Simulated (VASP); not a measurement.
# BaTiO3 (R3m) in VASP: notebook, part 2 of 2

VASP 6.6.1.

## Step 4: Single point, PBEsol

This run uses another cell than the first one, of 13.10 Å³/atom, 1.041 times its volume.

The input, INCAR:

```
SYSTEM = BaTiO3
PREC = Accurate
ENCUT = 520
EDIFF = 1E-6
ISMEAR = -1
SIGMA = 0.05
LREAL = .FALSE.
LASPH = .TRUE.
NELM = 80
ALGO = Normal
ISIF = 2
LWAVE = .FALSE.
LCHARG = .FALSE.
GGA = PS
NBANDS = 28
```

The input, KPOINTS:

```
Automatic mesh
0
G
  6 6 6
  0 0 0
```

The input, POSCAR:

```
BaTiO3
1.0
    2.8556402745      1.6487046811      2.3183934932
   -2.8556402745      1.6487046811      2.3183934932
    0.0000000000     -3.2974093623      2.3183934932
Ba Ti O
1 1 3
Direct
    0.0000000000      0.0000000000      0.0000000000
    0.4845000000      0.4845000000      0.4845000000
    0.5086000000      0.0175000000      0.5086000000
    0.0175000000      0.5086000000      0.5086000000
    0.5086000000      0.5086000000      0.0175000000
```

Potentials or basis: VASP PAW PBE potentials, release 64 (Ba_sv, Ti_sv, O).

Command:

```sh
$ cat potpaw_PBE.64/Ba_sv/POTCAR potpaw_PBE.64/Ti_sv/POTCAR potpaw_PBE.64/O/POTCAR > POTCAR
$ mpirun -np 1 vasp_std > vasp.out
```

OUTCAR:

```text
SYSTEM = BaTiO3
   PREC = Accurate
   ENCUT = 520
   EDIFF = 1E-6
   ISMEAR = -1
   LREAL = .FALSE.
   LASPH = .TRUE.
   NELM = 80
   ISIF = 2
   GGA = PS

 ion  position               nearest neighbor table
   1  0.000  0.000  0.000-   5 2.80   4 2.80   3 2.80   4 2.86   3 2.86   4 2.86   3 2.86   5 2.86
                             5 2.86   5 2.89   4 2.89   3 2.89   2 3.37   2 3.46   2 3.46   2 3.46
   2  0.484  0.484  0.484-   5 1.89   4 1.89   3 1.89   5 2.15   4 2.15   3 2.15   1 3.37   1 3.46
                             1 3.46   1 3.46   1 3.53   1 3.53   1 3.53   1 3.59
   3  0.509  0.017  0.509-   2 1.89   2 2.15   1 2.80   1 2.86   1 2.86   1 2.89
   4  0.017  0.509  0.509-   2 1.89   2 2.15   1 2.80   1 2.86   1 2.86   1 2.89
   5  0.509  0.509  0.017-   2 1.89   2 2.15   1 2.80   1 2.86   1 2.86   1 2.89

  LATTYP: Found a trigonal (rhomboedric) cell.
 ALAT       =     4.0308630456
 COS(alpha) =    -0.0037854754

  Lattice vectors:

 A1 = (   2.8556402745,   1.6487046811,   2.3183934932)
 A2 = (  -2.8556402745,   1.6487046811,   2.3183934932)
 A3 = (   0.0000000000,  -3.2974093623,   2.3183934932)

Analysis of symmetry for initial positions (statically):
[... 174 lines left out ...]
  ---------------------------------------------------
  free energy    TOTEN  =       -41.99590968 eV

  energy without entropy =      -41.99590968  energy(sigma->0) =      -41.99590968

 E-fermi :   4.6142     XC(G=0): -11.3891

 val. band max:        3.4851808596   @ k =   0.5000   0.5000   0.5000
 cond. band min:       5.7671143480   @ k =   0.0000   0.0000   0.0000
 fundamental gap:      2.2819334883
 Fermi energy:         4.6142130861

 k-point     1 :       0.0000    0.0000    0.0000
  band No.  band energies     occupation
      1     -52.6412      2.00000
      2     -29.0007      2.00000
      3     -28.9945      2.00000
      4     -28.9945      2.00000
      5     -21.3252      2.00000
      6     -13.2327      2.00000
[... 733 lines left out ...]
     27      11.4952      0.00000
     28      11.9429      0.00000

 [... further k-points ...]
[... 5 lines left out ...]
  --------------------------------------------------------------------------------------
  -------------------------------------------------------------------------------------
  Total       -1.4495871     -1.4495871     -0.5220022     -0.0000000      0.0000000     -0.0000000
  in kB      -35.4625628    -35.4625628    -12.7702135     -0.0000000      0.0000000     -0.0000000
  external PRESSURE =     -27.8984464 kB  Pullay stress =       0.0000000 kB

 VOLUME and BASIS-vectors are now :
 -----------------------------------------------------------------------------
  energy-cutoff  :      520.00
  volume of cell :       65.49
      direct lattice vectors                 reciprocal lattice vectors
     2.855640274  1.648704681  2.318393493     0.175092082  0.101089460  0.143777721
    -2.855640274  1.648704681  2.318393493    -0.175092082  0.101089460  0.143777721
     0.000000000 -3.297409362  2.318393493     0.000000000 -0.202178921  0.143777721

 POSITION                                       TOTAL-FORCE (eV/Angst)
 -----------------------------------------------------------------------------------
      0.00000      0.00000      0.00000        -0.000000      0.000000     -0.134051
      0.00000     -0.00000      3.36978        -0.000000      0.000000     -0.035966
      1.40240     -0.80968      2.39884        -0.047866      0.027636      0.056672
     -1.40240     -0.80968      2.39884         0.047866      0.027636      0.056672
      0.00000      1.61936      2.39884        -0.000000     -0.055271      0.056672
 -----------------------------------------------------------------------------------
    total drift:                                0.000000     -0.000002      0.000185

  FREE ENERGIE OF THE ION-ELECTRON SYSTEM (eV)
  ---------------------------------------------------
  free  energy   TOTEN  =       -41.9959096778 eV

  energy  without entropy=      -41.9959096778  energy(sigma->0) =      -41.99590968
```

OSZICAR:

```text
N       E                     dE             d eps       ncg     rms          rms(c)
DAV:   1     0.433011191889E+03    0.43301E+03   -0.20868E+04  1792   0.154E+03
DAV:   2    -0.526693118660E+01   -0.43828E+03   -0.41800E+03  2092   0.423E+02
DAV:   3    -0.497589482267E+02   -0.44492E+02   -0.44079E+02  2444   0.133E+02
DAV:   4    -0.519574427711E+02   -0.21985E+01   -0.21938E+01  2740   0.252E+01
DAV:   5    -0.520190184085E+02   -0.61576E-01   -0.61563E-01  2484   0.333E+00    0.230E+01
DAV:   6    -0.422822205930E+02    0.97368E+01   -0.52129E+01  2656   0.662E+01    0.100E+01
DAV:   7    -0.421960234790E+02    0.86197E-01   -0.10524E+01  2464   0.237E+01    0.710E+00
DAV:   8    -0.419940102277E+02    0.20201E+00   -0.73206E-01  2164   0.799E+00    0.322E+00
DAV:   9    -0.420209449439E+02   -0.26935E-01   -0.28928E-01  2596   0.425E+00    0.148E+00
DAV:  10    -0.419981836150E+02    0.22761E-01   -0.14368E-01  2056   0.404E+00    0.476E-01
DAV:  11    -0.419959524844E+02    0.22311E-02   -0.13106E-02  2448   0.799E-01    0.101E-01
DAV:  12    -0.419962099381E+02   -0.25745E-03   -0.18508E-03  2632   0.371E-01    0.156E-01
DAV:  13    -0.419959127136E+02    0.29722E-03   -0.12198E-03  2288   0.354E-01    0.186E-02
DAV:  14    -0.419959092023E+02    0.35113E-05   -0.44938E-05  2124   0.587E-02    0.599E-03
DAV:  15    -0.419959096778E+02   -0.47554E-06   -0.35344E-06  2324   0.131E-02
   1 F= -.41995910E+02 E0= -.41995910E+02  d E =-.183771E-10
```

Wall time 29 s (1 thread of Intel Xeon 6975P-C (Granite Rapids), shared host); peak memory 0.2 GiB.

What came out:

| Item | Value |
| --- | --- |
| Free energy | -41.9959 eV |
| Pressure | -2.8 GPa |
| Largest force | 0.134 eV/Å |
| Band gap on the k mesh | 2.28 eV, indirect (least direct gap 2.72 eV) |

Forces in eV/Å, atoms in the order of the input:
```
Ba   0.000  0.000 -0.134
Ti   0.000  0.000 -0.036
O   -0.048  0.028  0.057
O    0.048  0.028  0.057
O    0.000 -0.055  0.057
```

Levels at points of the mesh, in eV from the valence-band top:
| k point | band 18 | band 19 | band 20 | band 21 | band 22 | band 23 |
| --- | --- | --- | --- | --- | --- | --- |
| (0.00, 0.00, 0.00) | -0.52 | -0.44 | -0.44 | 2.28 | 2.28 | 2.39 |
| (0.50, 0.00, 0.00) | -1.64 | -0.95 | -0.87 | 2.45 | 3.66 | 3.76 |
| (0.50, 0.50, 0.00) | -0.91 | -0.88 | -0.10 | 3.73 | 3.75 | 4.07 |
| (0.50, 0.50, 0.50) | -0.03 | -0.03 | 0.00 | 4.18 | 4.35 | 4.35 |

Caveat: the PAW data sets were made with another functional, which shifts forces and pressure a little; spin-orbit coupling is left out, which moves the levels of the heavy elements.

## Step 5: Single point, PBEsol

This run uses another cell than the first one, of 13.36 Å³/atom, 1.062 times its volume.

The input, INCAR:

```
ALGO = Normal
EDIFF = 1E-6
ENCUT = 520
GGA = PS
ISIF = 2
ISMEAR = -1
LASPH = True
LCHARG = False
LREAL = False
LWAVE = False
NBANDS = 28
NELM = 60
PREC = Accurate
SIGMA = 0.05
```

The input, KPOINTS:

```
k-points
0
Gamma
  6 6 6
```

POSCAR, as its differences from that of step 4:

```diff
@@ -2,5 +2,5 @@
 1.0
-    2.8556402745      1.6487046811      2.3183934932
-   -2.8556402745      1.6487046811      2.3183934932
-    0.0000000000     -3.2974093623      2.3183934932
+    2.8839139406      1.6650284898      2.3183934932
+   -2.8839139406      1.6650284898      2.3183934932
+    0.0000000000     -3.3300569798      2.3183934932
 Ba Ti O
```

Command:

```sh
$ cat potpaw_PBE.64/Ba_sv/POTCAR potpaw_PBE.64/Ti_sv/POTCAR potpaw_PBE.64/O/POTCAR > POTCAR
$ mpirun -np 1 vasp_std > vasp.out
```

It took 28 s on 1 thread of Intel Xeon 6975P-C (Granite Rapids), shared host; peak memory 0.2 GiB.

The run converged. Its results:

```yaml
Free_energy: -41.9529 eV
Pressure: -5.8 GPa
Largest_force: 0.227 eV/Å
Band_gap_on_the_k_mesh: 2.22 eV, indirect (least direct gap 2.70 eV)
```

Forces on the atoms (eV/Å):
```
Ba   0.000  0.000 -0.142
Ti   0.000  0.000 -0.200
O   -0.170  0.098  0.114
O    0.170  0.098  0.114
O    0.000 -0.197  0.114
```

Stress tensor (GPa, compression positive):
```
-7.33  0.00  0.00
 0.00 -7.33  0.00
 0.00  0.00 -2.80
```

Levels at points of the mesh, in eV from the valence-band top:
| k point | band 16 | band 17 | band 18 | band 19 | band 20 | band 21 | band 22 | band 23 | band 24 | band 25 |
| --- | --- | --- | --- | --- | --- | --- | --- | --- | --- | --- |
| (0.00, 0.00, 0.00) | -1.25 | -1.09 | -0.50 | -0.48 | -0.48 | 2.22 | 2.22 | 2.30 | 4.20 | 4.20 |
| (0.50, 0.00, 0.00) | -2.07 | -1.69 | -1.62 | -0.93 | -0.90 | 2.38 | 3.54 | 3.65 | 4.17 | 5.78 |
| (0.50, 0.50, 0.00) | -2.62 | -1.69 | -0.92 | -0.91 | -0.11 | 3.59 | 3.63 | 3.95 | 4.73 | 7.43 |
| (0.50, 0.50, 0.50) | -2.47 | -2.31 | -0.04 | -0.04 | 0.00 | 4.03 | 4.22 | 4.22 | 6.36 | 6.36 |

Caveat: the PAW data sets were made with another functional, which shifts forces and pressure a little; spin-orbit coupling is left out, which moves the levels of the heavy elements.

## Step 6: Summary

| cell | gap on the mesh (eV) | pressure (GPa) | largest force (eV/Å) |
| --- | --- | --- | --- |
| a = 3.978 Å, angles 89.5°, 5 atoms | 2.39 | 4.4 | 0.34 |
| a = 4.004 Å, angles 89.8°, 5 atoms | 2.34 | 0.6 | 0.14 |
| a = 4.031 Å, angles 90.2°, 5 atoms | 2.28 | -2.8 | 0.13 |
| a = 4.058 Å, angles 90.6°, 5 atoms | 2.22 | -5.8 | 0.23 |

Alike in all rows: task single point; level PBEsol; potentials or basis VASP PAW PBE potentials, release 64 (Ba_sv, Ti_sv, O); no spin polarisation; k mesh 6 × 6 × 6; cutoff (eV) 520; smearing fermi-dirac 0.05 eV.

Caveats: the PAW data sets were made with another functional, which shifts forces and pressure a little; spin-orbit coupling is left out, which moves the levels of the heavy elements.

Absolute energies hang on the potentials; compare differences alone.
